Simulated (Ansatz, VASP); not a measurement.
## Two plane-wave programs on H

Contents of INCAR:

```
SYSTEM = H
  PREC = Accurate
  ENCUT = 520
  EDIFF = 1E-7
  ISMEAR = 0
  SIGMA = 0.05
  LREAL = .FALSE.
  LASPH = .TRUE.
  NELM = 80
  ALGO = Normal
  ISIF = 2
  LWAVE = .FALSE.
  LCHARG = .FALSE.
  GGA = CA
  NBANDS = 10
```

Contents of KPOINTS:

```
regular mesh
0
G
  6 6 6
  0 0 0
```

The input POSCAR:

```
H
1.0
    2.5710117523     -2.5155667205      0.0000000000
    2.5710117523      2.5155667205      0.0000000000
    0.0000000000      0.0000000000      4.1418180000
H
4
Direct
    0.9532956300      0.0467043700      0.0685088900
    0.4532956300      0.5467043700      0.4314911100
    0.5467043700      0.4532956300      0.5685088900
    0.0467043700      0.9532956300      0.9314911100
```

Input for Ansatz:

```yaml
crystal:
  lattice:
    - [2.5710117523, -2.5155667205, 0.0]
    - [2.5710117523, 2.5155667205, 0.0]
    - [0.0, 0.0, 4.141818]
  atoms:
    - { symbol: H, position: [0.95329563, 0.04670437, 0.06850889] }
    - { symbol: H, position: [0.45329563, 0.54670437, 0.43149111] }
    - { symbol: H, position: [0.54670437, 0.45329563, 0.56850889] }
    - { symbol: H, position: [0.04670437, 0.95329563, 0.93149111] }
basis:
  ecutwfc: 420
kpoints:
  mp_grid: { grid: [6, 6, 6] }
hamiltonian:
  xc: lda
scf:
  occupations: { method: gaussian, width: 0.05 }
output:
  forces: true
  stress: true
  eigenvalues: true
```

Change from the starting cell: strain -0.0200 x Voigt [1, 1, 0, 0, 0, 0], atoms carried along.

Alike in both runs: task single point; functional LDA; k mesh 6 × 6 × 6; occupations gaussian, width 0.05 eV; no spin polarisation.

|  | VASP | Ansatz |
| --- | --- | --- |
| version | VASP 6.6.1 | Ansatz 0.2.0 |
| potentials or method | VASP PAW LDA potentials, release 64 (H), cutoff 520 eV | scalar-relativistic, plane waves, PAW |
| valence electrons in the cell | 4 | 4 |

|  | VASP | Ansatz | Ansatz less VASP |
| --- | --- | --- | --- |
| gap on the k mesh at the Fermi level (eV) | 8.68 | 8.69 | +0.006 |
| least direct gap on the mesh (eV) | 9.38 | 9.39 | +0.005 |
| pressure (GPa) | 0.9 | 1.1 | +0.16 |
| traceless stress, the component that is largest in VASP (GPa) | -1.66 | -1.66 | -0.001 |
| rms of the force components (eV/Å) | 0.671 | 0.666 | -0.0048 |

LDA's correlation is that of Perdew and Zunger in VASP and of Perdew and Wang (1992) in Ansatz. Atom by atom the forces differ by 0.005 eV/Å (rms over components).
